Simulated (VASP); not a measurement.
# H (I4/mmm) in VASP: further runs, part 2 of 3

VASP 6.6.1.

### 3 Single point, PBE (biaxial strain in the a-b plane: -4.0 %)

Input file INCAR:

```
SYSTEM = H
PREC = Accurate ; ENCUT = 520
EDIFF = 1E-6 ; ISMEAR = 0
SIGMA = 0.02 ; LREAL = .False.
LASPH = .True. ; NELM = 100
ALGO = Normal ; ISIF = 2
LWAVE = .False. ; LCHARG = .False.
GGA = PE ; NBANDS = 10
```

Input file KPOINTS:

```
Automatic mesh
0
Gamma
  6 6 6
  0 0 0
```

Input file POSCAR:

```
H
1.0
    3.5613996778      0.0000000000      0.0000000000
    0.0000000000      3.5613996778      0.0000000000
    0.0000000000      0.0000000000      4.6808878830
H
4
Direct
    0.0000000000      0.0000000000      0.9201505568
    0.0000000000      0.0000000000      0.0798494432
    0.5000000000      0.5000000000      0.4201505568
    0.5000000000      0.5000000000      0.5798494432
```

Potentials or basis: VASP PAW PBE potentials, release 64 (H).

Command:

```bash
$ cat potpaw_PBE.64/H/POTCAR > POTCAR
$ mpirun -np 1 vasp_std > vasp.out
```

OUTCAR:

```text
SYSTEM = H
   PREC = Accurate
   ENCUT = 520
   EDIFF = 1E-6
   ISMEAR = 0
   LREAL = .False.
   LASPH = .True.
   NELM = 100
   ISIF = 2
   GGA = PE

 ion  position               nearest neighbor table
   1  0.000  0.000  0.920-   2 0.75
   2  0.000  0.000  0.080-   1 0.75
   3  0.500  0.500  0.420-   4 0.75
   4  0.500  0.500  0.580-   3 0.75

  LATTYP: Found a simple tetragonal cell.
 ALAT       =     3.5613996778
 C/A-ratio  =     1.3143393908

  Lattice vectors:

 A1 = (   3.5613996778,   0.0000000000,   0.0000000000)
 A2 = (   0.0000000000,   3.5613996778,   0.0000000000)
 A3 = (   0.0000000000,   0.0000000000,   4.6808878830)

Analysis of symmetry for initial positions (statically):
=====================================================================
 Subroutine PRICEL returns following result:

  LATTYP: Found a body centered tetragonal cell.
 ALAT       =     3.5613996778
 C/A-ratio  =     1.3143393908

  Lattice vectors:

 A1 = (  -1.7806998389,  -1.7806998389,  -2.3404439415)
 A2 = (   1.7806998389,   1.7806998389,  -2.3404439415)
 A3 = (   1.7806998389,  -1.7806998389,   2.3404439415)

   2 primitive cells build up your supercell.

 Routine SETGRP: Setting up the symmetry group for a
 simple tetragonal supercell.

 Subroutine GETGRP returns: Found 16 space group operations
 (whereof 16 operations were pure point group operations)
 out of a pool of 16 trial point group operations.

The static configuration has the point symmetry D_4h.

Analysis of symmetry for dynamics (positions and initial velocities):
=====================================================================
 Subroutine PRICEL returns following result:

  LATTYP: Found a body centered tetragonal cell.
 ALAT       =     3.5613996778
 C/A-ratio  =     1.3143393908

  Lattice vectors:

 A1 = (  -1.7806998389,  -1.7806998389,  -2.3404439415)
 A2 = (   1.7806998389,   1.7806998389,  -2.3404439415)
 A3 = (   1.7806998389,  -1.7806998389,   2.3404439415)

   2 primitive cells build up your supercell.

 Routine SETGRP: Setting up the symmetry group for a
 simple tetragonal supercell.

 Subroutine GETGRP returns: Found 16 space group operations
 (whereof 16 operations were pure point group operations)
 out of a pool of 16 trial point group operations.

The dynamic configuration has the point symmetry D_4h.

 Subroutine INISYM returns: Found 16 space group operations
 (whereof 16 operations are pure point group operations),
 and found     2 'primitive' translations

----------------------------------------------------------------------------------------

                                     Primitive cell

  volume of cell :      29.6852

  direct lattice vectors                    reciprocal lattice vectors
    -1.780699839 -1.780699839 -2.340443941     0.000000000 -0.280788479 -0.213634683
     1.780699839  1.780699839 -2.340443942     0.280788479 -0.000000000 -0.213634683
     1.780699839 -1.780699839  2.340443942     0.280788479 -0.280788479  0.000000000
[... 35 lines left out ...]
 ===========================================

 Found     40 irreducible k-points:

 Following reciprocal coordinates:
            Coordinates               Weight
  0.000000  0.000000  0.000000      1.000000
  0.166667  0.000000  0.000000      4.000000
  0.333333  0.000000  0.000000      4.000000
  0.500000  0.000000  0.000000      2.000000
  0.166667  0.166667  0.000000      4.000000
  0.333333  0.166667  0.000000      8.000000
[... 16 lines left out ...]
  0.333333  0.000000  0.333333      8.000000
  0.500000  0.000000  0.333333      4.000000
 [... further k-points ...]
   k-points           NKPTS =     40   k-points in BZ     NKDIM =     40   number of bands    NBANDS=     10
   number of dos      NEDOS =    301   number of ions     NIONS =      4
   total plane-waves  NPLWV =  28224
   dimension x,y,z NGX =    28 NGY =   28 NGZ =   36
   dimension x,y,z NGXF=    56 NGYF=   56 NGZF=   72
   ions per type =               4
   NGX,Y,Z   is equivalent  to a cutoff of  13.07, 13.07, 12.79 a.u.
   NGXF,Y,Z  is equivalent  to a cutoff of  26.14, 26.14, 25.57 a.u.
 SYSTEM =  H
   PREC   = accura    normal or accurate (medium, high low for compatibility)
   ISTART =      0    job   : 0-new  1-cont  2-samecut
   ICHARG =      2    charge: 1-file 2-atom 10-const
   ISPIN  =      1    spin polarized calculation?
   LNONCOLLINEAR =      F non collinear calculations
   LSORBIT =      F    spin-orbit coupling
   LASPH  =      T    aspherical Exc in radial PAW
   ENCUT  =  520.0 eV  38.22 Ry    6.18 a.u.   6.62  6.62  8.70*2*pi/ulx,y,z
   NELM   =    100;   NELMIN=  2; NELMDL= -5     # of ELM steps
   EDIFF  = 0.1E-05   stopping-criterion for ELM
   LREAL  =      F    real-space projection
   EDIFFG = 0.1E-04   stopping-criterion for IOM
   NSW    =      0    number of steps for IOM
   IBRION =     -1    ionic relax: 0-MD 1-quasi-New 2-CG
   NFREE  =      0    steps in history (QN), initial steepest desc. (CG)
   ISIF   =      2    stress and relaxation
   ISYM   =      2    0-nonsym 1-usesym 2-fastsym
   POTIM  = 0.5000    time-step for ionic-motion
   TEBEG  =    0.0;   TEEND  =   0.0 temperature during run
   PSTRESS=    0.0 pullay stress
   NELECT =       4.0000    total number of electrons
   NUPDOWN=      -1.0000    fix difference up-down
   EMIN   =  10.00;   EMAX   =-10.00  energy-range for DOS
   EFERMI =   0.00;   METHOD = LEGACY
   ISMEAR =     0;   SIGMA  =   0.02  broadening in eV -4-tet -1-fermi 0-gaus
   EFERMI_NEDOS =   21; number of points for ismear=-14 and -15
   IALGO  =     38    algorithm
   IMIX   =      4    mixing-type and parameters
     AMIX     =   0.40;   BMIX     =  1.00
     AMIX_MAG =   1.60;   BMIX_MAG =  1.00
  volume/ion in A,a.u.               =      14.84       100.16
  Fermi-wavevector in a.u.,A,eV,Ry     =   0.666149  1.258840  6.037653  0.443755
  Thomas-Fermi vector in A             =   1.740362
   LORBIT       =      0    0 simple, 1 ext, 2 COOP (PROOUT), +10 PAW based schemes
   GGA     = PE    functional components
   LHFCALC =     F    Hartree Fock is set to
   AEXX    =    0.0000 exact exchange contribution
   IVDW    =     0    specifies the selected vdW correction
   LEPSILON=     F    determine dielectric tensor
   LRPA    =     F    only Hartree local field effects (RPA)
 non-spin polarized calculation
 Gauss-broadening in eV      SIGMA  =   0.02
  energy-cutoff  :      520.00
  volume of cell :       59.37
 maximum number of plane-waves:      1626
 NGX is ok and might be reduce to    28
   NGX = 13   NGY = 13   NGZ = 17

 number of electron       4.0000003 magnetization

 Free energy of the ion-electron system (eV)
  ---------------------------------------------------
  ext. energy  EPLUGINS =         0.00000000
  ---------------------------------------------------
  free energy    TOTEN  =       -13.57872407 eV

  energy without entropy =      -13.57872407  energy(sigma->0) =      -13.57872407

 E-fermi :  -8.6471     XC(G=0):  -4.7839

 val. band max:       -8.7845737303   @ k =   0.0000   0.0000   0.0000
 cond. band min:       0.5457736217   @ k =   0.5000   0.0000   0.5000
 fundamental gap:      9.3303473519
 Fermi energy:        -8.6471362383

 k-point     1 :       0.0000    0.0000    0.0000
  band No.  band energies     occupation
      1     -10.2928      2.00000
      2      -8.7846      2.00000
      3       1.0079      0.00000
      4       3.6712      0.00000
      5       6.1826      0.00000
      6       7.1637      0.00000
      7       7.1637      0.00000
      8       7.2892      0.00000
      9       9.2380      0.00000
     10      12.7366      0.00000
[... 287 lines left out ...]
 k-point    24 :       0.5000    0.0000    0.3333
  band No.  band energies     occupation
      1      -9.2769      2.00000
      2      -9.2769      2.00000
      3       0.8243      0.00000
      4       0.8243      0.00000
      5       6.0896      0.00000
      6       6.0896      0.00000
      7       9.3352      0.00000
      8       9.3352      0.00000
      9      10.3394      0.00000
     10      10.3394      0.00000

 [... further k-points ...]
[... 5 lines left out ...]
  --------------------------------------------------------------------------------------
  -------------------------------------------------------------------------------------
  Total       -0.0334089     -0.0334089      0.0889360      0.0000000      0.0000000     -0.0000000
  in kB       -0.9015765     -0.9015765      2.4000405      0.0000000      0.0000000     -0.0000000
  external PRESSURE =       0.1989625 kB  Pullay stress =       0.0000000 kB

 VOLUME and BASIS-vectors are now :
 -----------------------------------------------------------------------------
  energy-cutoff  :      520.00
  volume of cell :       59.37
      direct lattice vectors                 reciprocal lattice vectors
     3.561399678  0.000000000  0.000000000     0.280788479  0.000000000  0.000000000
     0.000000000  3.561399678  0.000000000     0.000000000  0.280788479  0.000000000
     0.000000000  0.000000000  4.680887883     0.000000000  0.000000000  0.213634683

 POSITION                                       TOTAL-FORCE (eV/Angst)
 -----------------------------------------------------------------------------------
      0.00000      0.00000      4.30712        -0.000000      0.000000     -0.095742
      0.00000      0.00000      0.37377        -0.000000      0.000000      0.095742
      1.78070      1.78070      1.96668        -0.000000     -0.000000     -0.095742
      1.78070      1.78070      2.71421         0.000000     -0.000000      0.095742
 -----------------------------------------------------------------------------------
    total drift:                                0.000000      0.000000      0.000000

  FREE ENERGIE OF THE ION-ELECTRON SYSTEM (eV)
  ---------------------------------------------------
  free  energy   TOTEN  =       -13.5787240674 eV

  energy  without entropy=      -13.5787240674  energy(sigma->0) =      -13.57872407
```

stdout:

```text
POSCAR found type information on POSCAR H
 POSCAR found :  1 types and       4 ions
 scaLAPACK will be used
 LDA part: xc-table for (Slater+PW92), standard interpolation
 POSCAR, INCAR and KPOINTS ok, starting setup
 FFT: planning ... GRIDC
 FFT: planning ... GRID_SOFT
 FFT: planning ... GRID
 WAVECAR not read
 entering main loop
```

Run time: 25 s. Hardware: 1 thread of Intel Xeon 8259CL, shared host; peak memory 0.16 GiB.

Results:

| Item | Value |
| --- | --- |
| Free energy | -13.5787 eV |
| Pressure | 0.0 GPa |
| Largest force | 0.096 eV/Å |
| Band gap on the k mesh | 9.33 eV |

Forces on the atoms (eV/Å):
```
H    0.000  0.000 -0.096
H    0.000  0.000  0.096
H    0.000  0.000 -0.096
H    0.000  0.000  0.096
```

Levels at points of the mesh, in eV from the valence-band top:
| k point | band 1 | band 2 | band 3 | band 4 | band 5 |
| --- | --- | --- | --- | --- | --- |
| (0.00, 0.00, 0.00) | -1.51 | 0.00 | 9.79 | 12.46 | 14.97 |
| (0.50, 0.00, 0.00) | -0.54 | -0.54 | 11.19 | 11.19 | 12.29 |
| (0.50, 0.50, 0.00) | -0.28 | -0.28 | 11.03 | 11.03 | 13.40 |
| (0.00, 0.00, 0.50) | -0.80 | -0.80 | 10.24 | 10.24 | 17.59 |
| (0.50, 0.00, 0.50) | -0.48 | -0.48 | 9.33 | 9.33 | 15.88 |
| (0.50, 0.50, 0.50) | -0.23 | -0.23 | 11.56 | 11.56 | 12.73 |

Caveat: the cell differs from its parent crystal (biaxial strain in the a-b plane: -4.0 %); this functional lacks dispersion, which holds the molecules together, so the pressure and a relaxed volume are unreliable. A k mesh can miss the band edges.

(Part 2 of 3 ends here.)
